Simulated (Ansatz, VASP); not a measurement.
ScRu3 in VASP and in Ansatz

```
CELL_PARAMETERS angstrom
4.01568 0.00000 0.00000
0.00000 4.01568 0.00000
0.00000 0.00000 4.01568
ATOMIC_POSITIONS crystal
Ru 0.50000 0.50000 0.00000
Ru 0.50000 0.00000 0.50000
Ru 0.00000 0.50000 0.50000
Sc 0.00000 0.00000 0.00000
```

Alike in both runs: task single point; functional PBE; k mesh 7 × 7 × 7; occupations fermi-dirac, width 0.05 eV; no spin polarisation.

```csv
,VASP,Ansatz
version,VASP 6.6.1,Ansatz 0.2.0
potentials or method,"VASP PAW PBE potentials, release 64 (Ru_pv, Sc_sv)",Ansatz PAW
plane-wave cutoff (eV),520,420
valence electrons in the cell,53,59
```

Ansatz gave:

| Item | Value |
| --- | --- |
| gap on the k mesh at the Fermi level (eV) | none |
| pressure (GPa) | -11.7 |

Question: What did VASP give for the same quantities?

Answer: gap on the k mesh at the Fermi level (eV): none; pressure (GPa): -11.5.

A gap of «none» marks a metal or a gap that the smearing closes. The functional is the same, so the differences come from potentials, cutoffs and numerics. VASP's potentials hold 53 valence electrons a cell and Ansatz's 59, so a difference there can come from the potentials and not from the codes.
